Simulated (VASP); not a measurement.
# GaN (F-43m) in VASP: settings compared

The runs below take GaN through G0W0 quasiparticle levels, with LDA, PBE.

Everything below comes from runs of VASP 6.6.1. Logs are shortened: lines on timing, memory, paths and dates and some standing lists are left out, and cuts for length are marked.

## 1. The cell of the first run

The structure is cubic, space group F-43m (No. 216). Conventional cell: a = 4.498 Å, b = 4.498 Å, c = 4.498 Å, α = 90.00°, β = 90.00°, γ = 90.00°. Within 2.6 Å of Ga (site symmetry -43m) lie 4 N at 1.95 Å. N (site symmetry -43m) has 4 Ga at 1.95 Å within 2.6 Å.

## 2. G0W0 quasiparticle levels, LDA

The input, POSCAR:

```
GaN
1.0
    0.0000000000      2.2489525415      2.2489525415
    2.2489525415      0.0000000000      2.2489525415
    2.2489525415      2.2489525415      0.0000000000
Ga N
1 1
Direct
    0.0000000000      0.0000000000      0.0000000000
    0.2500000000      0.2500000000      0.2500000000
```

The input, INCAR.step1:

```
SYSTEM = GaN
  PREC = Accurate
  ENCUT = 500
  EDIFF = 1E-8
  ISMEAR = 0
  SIGMA = 0.01
  LREAL = .False.
  LASPH = .True.
  NELM = 80
  ALGO = Normal
  LWAVE = .True.
  LCHARG = .False.
  GGA = CA
```

The input, INCAR.step2:

```
SYSTEM = GaN
  PREC = Accurate
  ENCUT = 500
  EDIFF = 1E-8
  ISMEAR = 0
  SIGMA = 0.01
  LREAL = .False.
  LASPH = .True.
  NELM = 1
  ALGO = Exact
  LWAVE = .True.
  LCHARG = .False.
  GGA = CA
  NBANDS = 69
  LOPTICS = .True.
  ISTART = 1
```

The input, INCAR.step3:

```
SYSTEM = GaN
  PREC = Accurate
  ENCUT = 500
  EDIFF = 1E-8
  ISMEAR = 0
  SIGMA = 0.01
  LREAL = .False.
  LASPH = .True.
  ALGO = EVGW0
  LWAVE = .False.
  LCHARG = .False.
  GGA = CA
  NELMGW = 1
  NBANDS = 69
  ENCUTGW = 80.0
  NOMEGA = 48
  PRECFOCK = Fast
  ISTART = 1
  NBANDSGW = 17
```

The input, KPOINTS:

```
Automatic mesh
0
Gamma
  4 4 4
  0 0 0
```

Potentials or basis: VASP PAW LDA potentials, release 64 (Ga_d_GW, N_GW).

Started as:

```
$ cat potpaw_LDA.64/Ga_d_GW/POTCAR potpaw_LDA.64/N_GW/POTCAR > POTCAR
$ cp INCAR.step1 INCAR
$ mpirun -np 1 vasp_std > vasp.out
$ cp INCAR.step2 INCAR
$ mpirun -np 1 vasp_std > vasp.out
$ cp INCAR.step3 INCAR
$ mpirun -np 1 vasp_std > vasp.out
```

OUTCAR:

```text
SYSTEM = GaN
   PREC = Accurate
   ENCUT = 500
   EDIFF = 1E-8
   ISMEAR = 0
   LREAL = .False.
   LASPH = .True.
   GGA = CA
   NELMGW = 1
   ENCUTGW = 80.0
   PRECFOCK = Fast
   ISTART = 1

 ion  position               nearest neighbor table
   1  0.000  0.000  0.000-   2 1.95   2 1.95   2 1.95   2 1.95
   2  0.250  0.250  0.250-   1 1.95   1 1.95   1 1.95   1 1.95

  LATTYP: Found a face centered cubic cell.
 ALAT       =     4.4979050830

  Lattice vectors:

 A1 = (   0.0000000000,   2.2489525415,   2.2489525415)
 A2 = (   2.2489525415,   0.0000000000,   2.2489525415)
 A3 = (   2.2489525415,   2.2489525415,   0.0000000000)

Analysis of symmetry for initial positions (statically):
=====================================================================
 Subroutine PRICEL returns:
 Original cell was already a primitive cell.

 Routine SETGRP: Setting up the symmetry group for a
 face centered cubic supercell.

 Subroutine GETGRP returns: Found 24 space group operations
 (whereof 24 operations were pure point group operations)
 out of a pool of 48 trial point group operations.

The static configuration has the point symmetry T_d .

Analysis of symmetry for dynamics (positions and initial velocities):
=====================================================================
 Subroutine PRICEL returns:
 Original cell was already a primitive cell.

 Routine SETGRP: Setting up the symmetry group for a
 face centered cubic supercell.

 Subroutine GETGRP returns: Found 24 space group operations
 (whereof 24 operations were pure point group operations)
 out of a pool of 48 trial point group operations.

The dynamic configuration has the point symmetry T_d .

 Subroutine INISYM returns: Found 24 space group operations
 (whereof 24 operations are pure point group operations),
 and found     1 'primitive' translations

----------------------------------------------------------------------------------------

                                     Primitive cell

  volume of cell :      22.7494

  direct lattice vectors                    reciprocal lattice vectors
     0.000000000  2.248952542  2.248952542    -0.222325723  0.222325723  0.222325723
     2.248952542  0.000000000  2.248952542     0.222325723 -0.222325723  0.222325723
     2.248952542  2.248952542  0.000000000     0.222325723  0.222325723 -0.222325723

  length of vectors
     3.180499185  3.180499185  3.180499185     0.385079448  0.385079448  0.385079448

  position of ions in fractional coordinates (direct lattice)
     0.000000000  0.000000000  0.000000000
     0.250000000  0.250000000  0.250000000

  ion indices of the primitive-cell ions
   primitive index   ion index
                 1           1
                 2           2

----------------------------------------------------------------------------------------

 KPOINTS: Automatic mesh

Automatic generation of k-mesh.
 Grid dimensions read from file:
 generate k-points for:    4    4    4

 Generating k-lattice:

  Cartesian coordinates                     Fractional coordinates (reciprocal lattice)
    -0.055581431  0.055581431  0.055581431     0.250000000  0.000000000  0.000000000
     0.055581431 -0.055581431  0.055581431     0.000000000  0.250000000  0.000000000
     0.055581431  0.055581431 -0.055581431     0.000000000  0.000000000  0.250000000

  Length of vectors
     0.096269862  0.096269862  0.096269862

  Shift w.r.t. Gamma in fractional coordinates (k-lattice)
     0.000000000  0.000000000  0.000000000

 Subroutine IBZKPT returns following result:
 ===========================================

 Found      8 irreducible k-points:

 Following reciprocal coordinates:
            Coordinates               Weight
  0.000000  0.000000  0.000000      1.000000
  0.250000  0.000000  0.000000      8.000000
  0.500000  0.000000  0.000000      4.000000
  0.250000  0.250000  0.000000      6.000000
  0.500000  0.250000  0.000000     24.000000
 -0.250000  0.250000  0.000000     12.000000
  0.500000  0.500000  0.000000      3.000000
 -0.250000  0.500000  0.250000      6.000000
   k-points           NKPTS =      8   k-points in BZ     NKDIM =     64   number of bands    NBANDS=     69
   number of dos      NEDOS =    301   number of ions     NIONS =      2
   total plane-waves  NPLWV =  13824
   dimension x,y,z NGX =    24 NGY =   24 NGZ =   24
   dimension x,y,z NGXF=    48 NGYF=   48 NGZF=   48
   ions per type =               1   1
   NGX,Y,Z   is equivalent  to a cutoff of  12.54, 12.54, 12.54 a.u.
   NGXF,Y,Z  is equivalent  to a cutoff of  25.09, 25.09, 25.09 a.u.
 SYSTEM =  GaN
   PREC   = accura    normal or accurate (medium, high low for compatibility)
   ISTART =      1    job   : 0-new  1-cont  2-samecut
   ICHARG =      0    charge: 1-file 2-atom 10-const
   ISPIN  =      1    spin polarized calculation?
   LNONCOLLINEAR =      F non collinear calculations
   LSORBIT =      F    spin-orbit coupling
   LASPH  =      T    aspherical Exc in radial PAW
   ENCUT  =  500.0 eV  36.75 Ry    6.06 a.u.   5.80  5.80  5.80*2*pi/ulx,y,z
   NELM   =     60;   NELMIN=  2; NELMDL=  0     # of ELM steps
   EDIFF  = 0.1E-07   stopping-criterion for ELM
   LREAL  =      F    real-space projection
   EDIFFG = 0.1E-06   stopping-criterion for IOM
   NSW    =      0    number of steps for IOM
   IBRION =     -1    ionic relax: 0-MD 1-quasi-New 2-CG
   NFREE  =      0    steps in history (QN), initial steepest desc. (CG)
   ISIF   =      0    stress and relaxation
   ISYM   =      3    0-nonsym 1-usesym 2-fastsym
   POTIM  = 0.5000    time-step for ionic-motion
   TEBEG  =    0.0;   TEEND  =   0.0 temperature during run
   PSTRESS=    0.0 pullay stress
   NELECT =      18.0000    total number of electrons
   NUPDOWN=      -1.0000    fix difference up-down
   EMIN   =  10.00;   EMAX   =-10.00  energy-range for DOS
   EFERMI =   0.00;   METHOD = LEGACY
   ISMEAR =     0;   SIGMA  =   0.01  broadening in eV -4-tet -1-fermi 0-gaus
   EFERMI_NEDOS =   21; number of points for ismear=-14 and -15
   IALGO  =     38    algorithm
   IMIX   =      4    mixing-type and parameters
     AMIX     =   0.40;   BMIX     =  1.00
     AMIX_MAG =   1.60;   BMIX_MAG =  1.00
  volume/ion in A,a.u.               =      11.37        76.76
  Fermi-wavevector in a.u.,A,eV,Ry     =   1.514173  2.861371 31.194330  2.292719
  Thomas-Fermi vector in A             =   2.623866
   LORBIT       =      0    0 simple, 1 ext, 2 COOP (PROOUT), +10 PAW based schemes
   GGA     = CA    functional components
   LHFCALC =     T    Hartree Fock is set to
   PRECFOCK=fast      Normal, Fast or Accurate (Low or Medium for compatibility)
   ENCUT4O =  -1.0   cutoff for four orbital integrals eV
   NKREDX  =     1    reduce k-point grid by
   NKREDY  =     1    reduce k-point grid by
   NKREDZ  =     1    reduce k-point grid by
   AEXX    =    1.0000 exact exchange contribution
   HFSCREEN=    0.0000 screening length (either q_TF or 0.3 A-1)
   HFSCREENC=   0.0000 screening length for correlation (either q_TF or 0.3 A-1)
   ENCUTFOCK=  -1.0 apply spherical cutoff to Coloumb kernel
   IVDW    =     0    specifies the selected vdW correction
   LEPSILON=     F    determine dielectric tensor
   LRPA    =     F    only Hartree local field effects (RPA)
   LRPAFORCE           =     F    calculate RPA forces
   ENCUTGW             =  80.0    cutoff for response function in eV
   ENCUTGWSOFT         =  64.0    soft cutoff for Coulomb kernel in GW response function in eV
   ENCUTLF             =  -1.0    cutoff for local field effects
   NELMGW              =     1    number of iterations in solving QP/BSE equation
   NELMHF              =     1    number of iterations in the inner HF iteration
   NKREDLFX            =     1    NKREDLFY  =   1   NKREDLFZ  =   1
 non-spin polarized calculation
 Gauss-broadening in eV      SIGMA  =   0.01
  energy-cutoff  :      500.00
  volume of cell :       22.75
 maximum number of plane-waves:       604
  NGX = 14; NGY = 14; NGZ = 14
   NGX = 11   NGY = 11   NGZ = 11
 maximum number of plane-waves:        43
 NGX is ok and might be reduce to    10

 QP shifts <psi_nk| G(iteration)W_0 |psi_nk>: iteration 1
 for sc-GW calculations column KS-energies equals QP-energies in previous step
 and V_xc(KS)=  KS-energies - (<T + V_ion + V_H > + <T+V_H+V_ion>^1  + <V_x>^1)

 k-point   1 :       0.0000    0.0000    0.0000
  band No.  KS-energies  QP-energies   sigma(KS)   V_xc(KS)     V^pw_x(r,r')   Z            occupation Imag(sigma)

      1     -10.9212     -11.7608     -16.0596     -14.8095     -24.3669       0.6716       2.0000       1.0932
      2      -8.7143     -12.0227     -26.2177     -21.6547     -34.7664       0.7251       2.0000       0.2756
      3      -8.7143     -12.0227     -26.2177     -21.6547     -34.7664       0.7251       2.0000       0.2756
      4      -8.7143     -12.0227     -26.2177     -21.6547     -34.7664       0.7251       2.0000       0.2756
      5      -8.3958     -11.8449     -26.6844     -21.9662     -35.1493       0.7310       2.0000       0.2141
      6      -8.3958     -11.8449     -26.6844     -21.9662     -35.1493       0.7310       2.0000       0.2141
[... 9 lines left out ...]
     16      23.5572      24.2005      -9.4010     -10.2228      -3.0052       0.7828       0.0000      -0.7168
     17      23.5572      24.2005      -9.4010     -10.2228      -3.0052       0.7828       0.0000      -0.7168

 k-point   2 :       0.2500    0.0000    0.0000
  band No.  KS-energies  QP-energies   sigma(KS)   V_xc(KS)     V^pw_x(r,r')   Z            occupation Imag(sigma)

      1     -10.3889     -11.6251     -18.1504     -16.3482     -26.5370       0.6860       2.0000       0.9247
      2      -8.6534     -11.9838     -26.3070     -21.7206     -34.8532       0.7262       2.0000       0.2711
      3      -8.6534     -11.9838     -26.3070     -21.7206     -34.8532       0.7262       2.0000       0.2711
      4      -8.3911     -11.8456     -26.6852     -21.9699     -35.1604       0.7326       2.0000       0.2172
      5      -8.3911     -11.8456     -26.6852     -21.9699     -35.1604       0.7326       2.0000       0.2172
      6      -8.3108     -11.1962     -24.3678     -20.3897     -32.6343       0.7253       2.0000       0.3875
[... 9 lines left out ...]
     16      21.6000      22.3989     -10.3292     -11.3502      -4.5505       0.7825       0.0000      -0.4103
     17      27.3467      28.5976     -10.0192     -11.6127      -3.1724       0.7850       0.0000      -0.9757

 k-point   3 :       0.5000    0.0000    0.0000
  band No.  KS-energies  QP-energies   sigma(KS)   V_xc(KS)     V^pw_x(r,r')   Z            occupation Imag(sigma)

      1     -10.0833     -11.9871     -21.1617     -18.4286     -29.7348       0.6966       2.0000       0.6847
      2      -8.6277     -11.9699     -26.3275     -21.7278     -34.8543       0.7266       2.0000       0.2626
      3      -8.6277     -11.9699     -26.3275     -21.7278     -34.8543       0.7266       2.0000       0.2626
      4      -8.3482     -11.8120     -26.7662     -22.0413     -35.2692       0.7331       2.0000       0.2236
      5      -8.3482     -11.8120     -26.7662     -22.0413     -35.2692       0.7331       2.0000       0.2236
      6      -6.9722      -9.2949     -22.8518     -19.6482     -30.8142       0.7250       2.0000       0.4729
[... 9 lines left out ...]
     16      24.3582      25.4386     -11.2142     -12.6212      -4.4117       0.7679       0.0000      -0.7695
     17      27.9398      29.3015     -10.9777     -12.6855      -4.2579       0.7973       0.0000      -1.0620

 k-point   4 :       0.2500    0.2500    0.0000
  band No.  KS-energies  QP-energies   sigma(KS)   V_xc(KS)     V^pw_x(r,r')   Z            occupation Imag(sigma)

      1     -10.2430     -11.6511     -19.0062     -16.9638     -27.4462       0.6894       2.0000       0.8594
      2      -8.5718     -11.9353     -26.4374     -21.8195     -34.9927       0.7284       2.0000       0.2686
      3      -8.5718     -11.9353     -26.4374     -21.8195     -34.9927       0.7284       2.0000       0.2686
      4      -8.5473     -11.8254     -25.9200     -21.4176     -34.3356       0.7281       2.0000       0.2629
      5      -8.3571     -11.8195     -26.7364     -22.0125     -35.2156       0.7330       2.0000       0.2147
      6      -8.1580     -10.9712     -24.0811     -20.2089     -32.2747       0.7265       2.0000       0.3936
[... 37 lines left out ...]
      2      -8.6172     -11.9654     -26.3098     -21.7050     -34.8292       0.7271       2.0000       0.2630
      3      -8.5651     -11.9276     -26.4475     -21.8309     -35.0018       0.7284       2.0000       0.2665
      4      -8.4107     -11.8506     -26.6434     -21.9352     -35.1173       0.7306       2.0000       0.2184
      5      -8.4055     -11.8320     -26.5593     -21.8735     -35.0297       0.7312       2.0000       0.2278
      6      -7.2571      -9.5738     -22.5656     -19.3688     -30.5047       0.7247       2.0000       0.4867
[... 9 lines left out ...]
     16      26.2943      27.3882     -10.0904     -11.4833      -3.3563       0.7853       0.0000      -0.9374
     17      27.2883      28.2427     -10.4316     -11.6400      -4.0001       0.7899       0.0000      -0.9056

 k-point   7 :       0.5000    0.5000    0.0000
  band No.  KS-energies  QP-energies   sigma(KS)   V_xc(KS)     V^pw_x(r,r')   Z            occupation Imag(sigma)

      1      -9.9426     -12.1604     -22.4760     -19.3328     -31.1348       0.7056       2.0000       0.5874
      2      -8.6346     -11.9496     -26.0242     -21.4663     -34.4407       0.7273       2.0000       0.2476
      3      -8.4101     -11.8394     -26.7243     -22.0357     -35.2932       0.7314       2.0000       0.2577
      4      -8.4101     -11.8394     -26.7243     -22.0357     -35.2932       0.7314       2.0000       0.2577
      5      -8.3185     -11.7946     -26.7875     -22.0590     -35.2798       0.7351       2.0000       0.2158
      6      -6.4801      -8.4511     -21.7091     -18.9718     -29.4687       0.7201       2.0000       0.5033
[... 9 lines left out ...]
     16      29.5608      30.8853     -10.2191     -11.8697      -4.1768       0.8025       0.0000      -0.7127
     17      30.3621      31.7250     -10.5549     -12.2618      -4.2458       0.7985       0.0000      -0.9067

 k-point   8 :      -0.2500    0.5000    0.2500
  band No.  KS-energies  QP-energies   sigma(KS)   V_xc(KS)     V^pw_x(r,r')   Z            occupation Imag(sigma)

      1      -9.9348     -12.1098     -22.3432     -19.2517     -30.9969       0.7035       2.0000       0.5981
      2      -8.5695     -11.9127     -26.2322     -21.6422     -34.6951       0.7284       2.0000       0.2465
      3      -8.5423     -11.9430     -26.5005     -21.8385     -35.0408       0.7295       2.0000       0.2572
      4      -8.3862     -11.8342     -26.7024     -21.9954     -35.2129       0.7325       2.0000       0.2322
      5      -8.3862     -11.8342     -26.7024     -21.9954     -35.2129       0.7325       2.0000       0.2322
      6      -6.1847      -8.2563     -22.4605     -19.5843     -30.2879       0.7202       2.0000       0.4736
[... 9 lines left out ...]
     16      28.3733      29.8426     -11.8470     -13.7607      -4.6604       0.7678       0.0000      -1.1497
     17      28.9440      30.2296     -10.9210     -12.5297      -4.4666       0.7992       0.0000      -0.9721
```

It took 1.7 min on 1 thread of Intel Xeon 8259CL, shared host; peak memory 0.21 GiB.

Results:

| Property | Result |
| --- | --- |
| Quasiparticle gap | 2.78 eV |
| Least direct quasiparticle gap | 2.78 eV |
| Band gap of the starting levels on the mesh | 1.76 eV |
| Least direct gap of the starting levels on the mesh | 1.76 eV |

Caveat: the k points lie up to 0.60 Å⁻¹ apart; bands, screening cutoff and mesh are small and nothing is extrapolated, so the quasiparticle values aren't converged.

[end of part 1 of 2]
